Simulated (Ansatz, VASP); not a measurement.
Sc: VASP beside Ansatz

```xyz
2
Lattice="3.3090 0.0000 0.0000 -1.6545 2.8657 0.0000 0.0000 0.0000 5.2733" Properties=species:S:1:pos:R:3 pbc="T T T"
Sc    0.0000    1.9105    1.3183
Sc    1.6545    0.9552    3.9550
```

Alike in both runs: task single point; functional PBEsol; k mesh 5 × 5 × 3; occupations fermi-dirac, width 0.01 eV; no spin polarisation.

|  | VASP | Ansatz |
| --- | --- | --- |
| version | VASP 6.6.1 | Ansatz 0.2.0 |
| potentials or method | VASP PAW PBE potentials, release 64 (Sc_sv), cutoff 500 eV | plane waves, PAW |
| valence electrons in the cell | 22 | 22 |

|  | VASP | Ansatz | Ansatz less VASP |
| --- | --- | --- | --- |
| gap on the k mesh at the Fermi level (eV) | none | none | - |
| pressure (GPa) | -2.3 | -2.3 | 0.00 |
| traceless stress, the component that is largest in VASP (GPa) | -0.72 | -0.66 | +0.054 |

VASP's potentials were made for PBE, not for PBEsol. A gap of «none» marks a metal or a gap that the smearing closes. With one functional, cell and mesh, what is left measures potentials, basis and numerics.

The k mesh is coarse, so the values compare programs but aren't converged.
